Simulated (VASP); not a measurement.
Runs of VASP 6.6.1 on Zn. The structure is that of space group Pm-3m (No. 221), or close to it. The cells are those of the table. 

```csv
task,cell,k mesh,cutoff (eV),gap on the mesh (eV),pressure (GPa)
single point,"a = 2.691 Å, 1 atom",13 × 13 × 13,520,none,(b)
relaxation of cell and atoms,"relaxed from a = 2.542 Å, 1 atom",12 × 12 × 12,600,none,0.0
single point,"a = 2.728 Å, 1 atom",19 × 19 × 19,520,none,0.0
single point,"a = 2.728 Å, 1 atom",13 × 13 × 13,520,none,0.1
single point,"a = 2.833 Å, 1 atom",13 × 13 × 13,520,none,-2.3
single point,"a = 2.614 Å, 1 atom",13 × 13 × 13,520,none,5.7
single point,"a = 2.798 Å, 1 atom",13 × 13 × 13,520,none,-1.8
single point,"a = 2.728 Å, 1 atom",12 × 12 × 12,520,none,0.1
single point,"a = 2.653 Å, 1 atom",13 × 13 × 13,520,none,(a)
single point,"a = 2.763 Å, 1 atom",13 × 13 × 13,520,none,-1.0
```

Alike in all rows: level BLYP; potentials or basis VASP PAW PBE potentials, release 64 (Zn); no spin polarisation; smearing fermi-dirac 0.1 eV.

Estimate the missing entries.

(a) 3.3; (b) 1.5.

Caveats: the PAW data sets were made with another functional, which shifts forces and pressure a little.

A gap of «none» marks levels without a gap at the run's occupations.
